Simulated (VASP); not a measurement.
# TiClO: single point with LDA

Crystal: TiClO.

```
Ti Cl O
1.0
     6.76000    0.00000    0.00000
     0.00000    3.79000    0.00000
     0.00000    0.00000    8.03000
Ti Cl O
4 4 4
Direct
  0.00000 0.50000 0.12200
  0.50000 0.50000 0.12200
  0.25000 0.00000 0.87800
  0.75000 0.00000 0.87800
  0.25000 0.50000 0.32000
  0.75000 0.50000 0.32000
  0.00000 0.00000 0.68000
  0.50000 0.00000 0.68000
  0.25000 0.50000 0.93500
  0.75000 0.50000 0.93500
  0.00000 0.00000 0.06500
  0.50000 0.00000 0.06500
```

```json
{"Program": "VASP 6.6.1", "Task": "single point", "Functional": "LDA", "Potentials or basis": "VASP PAW LDA potentials, release 64 (Ti_sv, Cl, O)", "Cutoff": "520 eV", "k mesh": "4 × 8 × 3", "Occupations": "gaussian, width 0.02 eV", "Spin": "no spin polarisation"}
```

```json
{
  "Pressure": "-5.1 GPa",
  "Largest force": "1.907 eV/Å",
  "Band gap on the k mesh": "zero (bands 50 and 51 overlap by 0.22 eV)"
}
```

Forces on the atoms (eV/Å):
```
Ti   0.000  0.000 -1.907
Ti   0.000  0.000 -1.907
Ti   0.000  0.000  1.907
Ti   0.000  0.000  1.907
Cl   0.000  0.000  0.851
Cl   0.000  0.000  0.851
Cl   0.000  0.000 -0.851
Cl   0.000  0.000 -0.851
O    0.000  0.000  0.388
O    0.000  0.000  0.388
O    0.000  0.000 -0.388
O    0.000  0.000 -0.388
```

Stress tensor (GPa, compression positive):
```
-8.03  0.00  0.00
 0.00 -6.52  0.00
 0.00  0.00 -0.88
```

Levels at points of the mesh, in eV from the Fermi level:
| k point | band 48 | band 49 | band 50 | band 51 | band 52 | band 53 |
| --- | --- | --- | --- | --- | --- | --- |
| (0.00, 0.00, 0.00) | -3.82 | -0.60 | -0.43 | -0.14 | 0.03 | 0.03 |
| (0.50, 0.00, 0.00) | -4.27 | -0.27 | -0.27 | 0.07 | 0.07 | 0.22 |
| (0.00, 0.50, 0.00) | -4.46 | -0.52 | -0.52 | 0.24 | 0.24 | 0.69 |
| (0.50, 0.50, 0.00) | -4.62 | 0.06 | 0.06 | 0.06 | 0.06 | 0.76 |

Run time: 10 min on 1 thread of Intel(R) Xeon(R) Platinum 8559C (Emerald Rapids) (shared host), peak memory 0.39 GiB.

Caveat: the cell stands under tension; semilocal functionals often make such compounds metallic where correlation or magnetic order opens a gap, which also shifts bond lengths; forces of over 1 eV/Å act on the atoms, so gaps and moduli don't describe the material at rest.
